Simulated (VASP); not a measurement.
Write the native input for VASP 6.6.1 that does the following.

| Quantity | Value |
| --- | --- |
| Task | single point |
| Functional | r2SCAN |
| Potentials or basis | VASP PAW PBE potentials, release 64 (Ti_sv, O) |
| Cutoff | 660 eV |
| k mesh | 3 × 3 × 2 |
| Occupations | gaussian, width 0.1 eV |
| Spin | no spin polarisation |
| Dipole correction | no |
| Further INCAR settings | ALGO = Normal; EDIFF = 1e-06; NBANDS = 22 |

Ti2O:

```
CELL_PARAMETERS angstrom
2.91940 0.00000 0.00000
-1.45970 2.52827 0.00000
0.00000 0.00000 4.71300
ATOMIC_POSITIONS crystal
Ti 0.66667 0.33333 0.27874
Ti 0.33333 0.66667 0.72126
O 0.00000 0.00000 0.00000
```

The input as run:

POSCAR

```
Ti2O
1.0
    2.9193980238      0.0000000000      0.0000000000
   -1.4596990119      2.5282728524      0.0000000000
    0.0000000000      0.0000000000      4.7130000000
Ti O
2 1
Direct
    0.6666666667      0.3333333333      0.2787400000
    0.3333333333      0.6666666667      0.7212600000
    0.0000000000      0.0000000000      0.0000000000
```

INCAR.step1

```
SYSTEM = Ti2O
  PREC = Accurate
  ENCUT = 660
  ISMEAR = 0
  SIGMA = 0.1
  LREAL = .FALSE.
  LASPH = .TRUE.
  NELM = 120
  NBANDS = 22
  GGA = PE
  ALGO = Normal
  EDIFF = 1E-5
  LWAVE = .TRUE.
  LCHARG = .FALSE.
  GGA_COMPAT = .FALSE.
```

INCAR.step2

```
SYSTEM = Ti2O
  PREC = Accurate
  ENCUT = 660
  EDIFF = 1E-6
  ISMEAR = 0
  SIGMA = 0.1
  LREAL = .FALSE.
  LASPH = .TRUE.
  NELM = 120
  ALGO = Normal
  ISIF = 2
  LWAVE = .FALSE.
  LCHARG = .TRUE.
  METAGGA = R2SCAN
  LMIXTAU = .TRUE.
  LELF = .TRUE.
  LVHAR = .TRUE.
  NBANDS = 22
  ISTART = 1
  GGA_COMPAT = .FALSE.
```

KPOINTS

```
regular mesh
0
G
  3 3 2
  0 0 0
```

Potentials or basis: VASP PAW PBE potentials, release 64 (Ti_sv, O).

Launch:

```console
$ cat potpaw_PBE.64/Ti_sv/POTCAR potpaw_PBE.64/O/POTCAR > POTCAR
$ cp INCAR.step1 INCAR
$ mpirun -np 1 vasp_std > vasp.out
$ cp INCAR.step2 INCAR
$ mpirun -np 1 vasp_std > vasp.out
```

Results of the run:

- Pressure: 11.2 GPa
- Largest force: 1.115 eV/Å
- Band gap on the k mesh: zero (bands 15 and 16 overlap by 0.28 eV)

Caveat: the k points lie up to 0.83 Å⁻¹ apart; the PAW data sets were made with another functional, which shifts forces and pressure a little.

Wall time 76 s on 1 thread of Intel Xeon 8259CL, with other jobs on the host, peak memory 0.16 GiB.
